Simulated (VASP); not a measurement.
A run of VASP 6.6.1 is set up as follows.

Contents of INCAR:

```
SYSTEM = C
  AGGAC = 0.0
  ALDAC = 0.0
  ALGO = Normal
  EDIFF = 1E-6
  ENCUT = 520
  GGA = PE
  ISIF = 2
  ISMEAR = -1
  LASPH = .TRUE.
  LCHARG = .FALSE.
  LREAL = .FALSE.
  LWAVE = .FALSE.
  NBANDS = 26
  NELM = 100
  PREC = Accurate
  SIGMA = 0.05
```

The input KPOINTS:

```
k-points
0
G
  12 12 4
  0 0 0
```

File POSCAR:

```
C
1.0
    2.5715654994      0.0000000000      0.0000000000
   -1.2857827497      2.2270410500      0.0000000000
    0.0000000000      0.0000000000      8.3986527796
C
8
Direct
    0.6666666667      0.3333333333      0.8437500000
    0.3333333333      0.6666666667      0.3437500000
    0.6666666667      0.3333333333      0.6562500000
    0.3333333333      0.6666666667      0.1562500000
    0.0000000000      0.0000000000      0.9062500000
    0.0000000000      0.0000000000      0.4062500000
    0.0000000000      0.0000000000      0.5937500000
    0.0000000000      0.0000000000      0.0937500000
```

Potentials or basis: VASP PAW PBE potentials, release 64 (C).

Command:

```bash
$ cat potpaw_PBE.64/C/POTCAR > POTCAR
$ mpirun -np 1 vasp_std > vasp.out
```

(1) Predict the largest force.

(2) Estimate the band gap on the k mesh.

(3) Estimate the pressure.

Results:

(1) 0.311 eV/Å.

(2) 4.61 eV (least direct gap 5.19 eV).

(3) 7.8 GPa.

Caveat: the cell stands under pressure.
